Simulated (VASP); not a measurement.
Set up this calculation in VASP 6.6.1, as the native input.

```
Task                   : single point
Functional             : PBEsol
Dispersion             : D3(BJ)
Potentials or basis    : VASP PAW PBE potentials, release 64 (Mg, S)
Cutoff                 : 520 eV
k mesh                 : 5 × 5 × 3
Occupations            : gaussian, width 0.01 eV
Spin                   : no spin polarisation
Dipole correction      : no
Further INCAR settings : ALGO = Normal; EDIFF = 1e-07; NBANDS = 16
```

The structure of MgS lies in POSCAR:

```
MgS
1.0
    3.9935249008      0.0000000000      0.0000000000
   -1.9967624504      3.4584940148      0.0000000000
    0.0000000000      0.0000000000      6.3380551747
Mg S
2 2
Direct
    0.6666666667      0.3333333333      0.4957955122
    0.3333333333      0.6666666667      0.9957955122
    0.3333333333      0.6666666667      0.3791944878
    0.6666666667      0.3333333333      0.8791944878
```

These files were run (other wordings do the same):

INCAR

```
PREC = Accurate
ENCUT = 520
EDIFF = 1E-7
ISMEAR = 0
SIGMA = 0.01
LREAL = False
LASPH = True
NELM = 60
ALGO = Normal
ISIF = 2
LWAVE = False
LCHARG = False
GGA = PS
IVDW = 12
NBANDS = 16
```

KPOINTS

```
Automatic mesh
0
Gamma
  5 5 3
```

Potentials or basis: VASP PAW PBE potentials, release 64 (Mg, S).

Command:

```bash
$ cat potpaw_PBE.64/Mg/POTCAR potpaw_PBE.64/S/POTCAR > POTCAR
$ mpirun -np 1 vasp_std > vasp.out
```

Results of the run:

```
Pressure                   : 0.0 GPa
Band gap on the k mesh     : 3.43 eV, direct
Dispersion energy per atom : -0.244 eV
```

Caveat: the PAW data sets were made with another functional, which shifts forces and pressure a little.

Run time: 17 s on 1 thread of Intel Xeon 6975P-C (shared host), peak memory 0.2 GiB.
